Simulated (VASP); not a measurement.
Wanted: the native input for a VASP 6.6.1 run.

| Quantity | Value |
| --- | --- |
| Task | single point |
| Functional | PBE |
| Potentials or basis | VASP PAW PBE potentials, release 64 (Ti_sv) |
| Cutoff | 520 eV |
| k mesh | 13 × 13 × 13 |
| Occupations | fermi-dirac, width 0.05 eV |
| Spin | collinear spin, ferromagnetic start |
| Starting moments | [0.173] μB |
| Dipole correction | no |
| Further INCAR settings | ALGO = Normal; EDIFF = 1e-07; NBANDS = 16 |

The structure of Ti lies in POSCAR:

```
Ti
1.0
    2.6450988874      0.0000000000      0.0000000000
    0.0000000000      2.6450988874      0.0000000000
    0.0000000000      0.0000000000      2.6450988874
Ti
1
Direct
    0.0000000000      0.0000000000      0.0000000000
```

The input as run:

INCAR

```
SYSTEM = Ti
ALGO = Normal
EDIFF = 1E-7
ENCUT = 520
GGA = PE
ISIF = 2
ISMEAR = -1
ISPIN = 2
LASPH = .TRUE.
LCHARG = .FALSE.
LMAXMIX = 4
LORBIT = 11
LREAL = .FALSE.
LWAVE = .FALSE.
MAGMOM = 0.173
NBANDS = 16
NELM = 150
PREC = Accurate
SIGMA = 0.05
```

KPOINTS

```
k-points
0
G
  13 13 13
  0 0 0
```

Potentials or basis: VASP PAW PBE potentials, release 64 (Ti_sv).

Launch:

```bash
$ cat potpaw_PBE.64/Ti_sv/POTCAR > POTCAR
$ mpirun -np 1 vasp_std > vasp.out
```

Results of the run:

```
Pressure                                              : -0.3 GPa
Net moment                                            : 0.39 μB per cell
Site moments                                          : Ti +0.30 μB
Valence electrons inside the program's atomic spheres : Ti 10.36
```

It took 24 s on 1 thread of Intel(R) Xeon(R) 6975P-C (Granite Rapids) (shared host), peak memory 0.15 GiB.
